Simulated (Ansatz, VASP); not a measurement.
One calculation of MoS2, two programs

```xyz
3
Lattice="3.1497 0.0000 0.0000 -1.5749 2.7277 0.0000 0.0000 0.0000 6.7805" Properties=species:S:1:pos:R:3 pbc="T T T"
Mo    0.0000    0.0000    0.0000
S     0.0000    1.8185    1.5687
S     0.0000    1.8185    5.2118
```

Change from the starting cell: strain along c alone, the other axes held, atoms relaxed: +2.0 %.

Alike in both runs: functional PBE; dispersion D3(BJ); k mesh 12 × 12 × 4; occupations gaussian, width 0.02 eV; no spin polarisation.

Ansatz relaxed the structure, and its values are those at the end. VASP's run is a single point on that final structure, the one shown.

```csv
,VASP,Ansatz
version,VASP 6.6.1,Ansatz 0.2.0
potentials or method,"VASP PAW PBE potentials, release 64 (Mo_sv, S), cutoff 520 eV","scalar-relativistic, plane waves, PAW"
valence electrons in the cell,26,26
```

```csv
,VASP,Ansatz,Ansatz less VASP
gap on the k mesh at the Fermi level (eV),1.32,1.31,-0.010
least direct gap on the mesh (eV),1.77,1.77,-0.004
pressure (GPa),-0.5,-0.3,+0.13
rms of the force components (eV/Å),0.005,0.000,-0.0051
```

Ansatz's warnings: stress scf threshold loose.
